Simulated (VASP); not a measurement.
Set up this calculation in VASP 6.6.1, as the native input.

```yaml
Task: single point
Functional: r2SCAN
Potentials_or_basis: VASP PAW PBE potentials, release 64 (Cd, Ag)
Cutoff: 520 eV
k_mesh: 14 × 14 × 14
Occupations: gaussian, width 0.15 eV
Spin: no spin polarisation
Dipole_correction: no
Further_INCAR_settings: ALGO = Normal; EDIFF = 1e-06; NBANDS = 18
```

CdAg:

```xyz
2
Lattice="3.2301 0.0000 0.0000 0.0000 3.2301 0.0000 0.0000 0.0000 3.2801" Properties=species:S:1:pos:R:3 pbc="T T T"
Cd    1.6151    1.6151    1.6400
Ag    0.0000    0.0000    0.0000
```

This cell differs from its parent crystal: strain -0.030 along x and y, -0.015 along z.

These files were run (other wordings do the same):

POSCAR

```
CdAg
1.0
    3.2301000000      0.0000000000      0.0000000000
    0.0000000000      3.2301000000      0.0000000000
    0.0000000000      0.0000000000      3.2800500000
Cd Ag
1 1
Direct
    0.5000000000      0.5000000000      0.5000000000
    0.0000000000      0.0000000000      0.0000000000
```

INCAR.step1

```
PREC = Accurate
ENCUT = 520
ISMEAR = 0
SIGMA = 0.15
LREAL = False
LASPH = True
NELM = 100
NBANDS = 18
GGA = PE
ALGO = Normal
EDIFF = 1E-4
LWAVE = True
LCHARG = False
```

INCAR.step2

```
PREC = Accurate
ENCUT = 520
EDIFF = 1E-6
ISMEAR = 0
SIGMA = 0.15
LREAL = False
LASPH = True
NELM = 100
ALGO = Normal
ISIF = 2
LWAVE = False
LCHARG = False
METAGGA = R2SCAN
LMIXTAU = True
NBANDS = 18
ISTART = 1
```

KPOINTS

```
regular mesh
0
Gamma
  14 14 14
```

Potentials or basis: VASP PAW PBE potentials, release 64 (Cd, Ag).

Launch:

```bash
$ cat potpaw_PBE.64/Cd/POTCAR potpaw_PBE.64/Ag/POTCAR > POTCAR
$ cp INCAR.step1 INCAR
$ mpirun -np 1 vasp_std > vasp.out
$ cp INCAR.step2 INCAR
$ mpirun -np 1 vasp_std > vasp.out
```

Results of the run:

```json
{"Pressure": "10.7 GPa"}
```

Caveat: the cell differs from its parent crystal (strain -0.030 along x and y, -0.015 along z); the PAW data sets were made with another functional, which shifts forces and pressure a little.

Wall time 5.9 min on 1 thread of Intel Xeon 8259CL (shared host), peak memory 0.3 GiB.
